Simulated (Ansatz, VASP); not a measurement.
One calculation of Hf2S, two programs

```xyz
6
Lattice="3.3743 0.0000 0.0000 -1.6871 2.9222 0.0000 0.0000 0.0000 11.7174" Properties=species:S:1:pos:R:3 pbc="T T T"
Hf    1.6871    0.9741   10.5435
Hf    0.0000    1.9481    4.6848
Hf    1.6871    0.9741    7.0327
Hf    0.0000    1.9481    1.1739
S     0.0000    0.0000    8.7881
S     0.0000    0.0000    2.9294
```

Alike in both runs: task single point; functional r2SCAN; k mesh 6 × 6 × 2; occupations gaussian, width 0.2 eV; no spin polarisation.

|  | VASP | Ansatz |
| --- | --- | --- |
| version | VASP 6.6.1 | Ansatz 0.2.0 |
| potentials or method | VASP PAW PBE potentials, release 64 (Hf_pv, S), cutoff 520 eV | scalar-relativistic, plane waves, PAW |
| valence electrons in the cell | 52 | 116 |

VASP gave:

* gap on the k mesh at the Fermi level (eV): none
* pressure (GPa): 0.0
* traceless stress, the component that is largest in VASP (GPa): -0.08
* rms of the force components (eV/Å): 0.022

Task: What did Ansatz give for the same quantities?

Result: gap on the k mesh at the Fermi level (eV): none; pressure (GPa): 0.8; traceless stress, the component that is largest in VASP (GPa): 0.03; rms of the force components (eV/Å): 0.019.

VASP's potentials were made for PBE, not for r2SCAN. Atom by atom the forces differ by 0.002 eV/Å (rms over components). A gap of «none» marks a metal or a gap that the smearing closes. VASP's potentials hold 52 valence electrons a cell and Ansatz's 116, so a difference there can come from the potentials and not from the codes.

Spin-orbit coupling is off throughout.
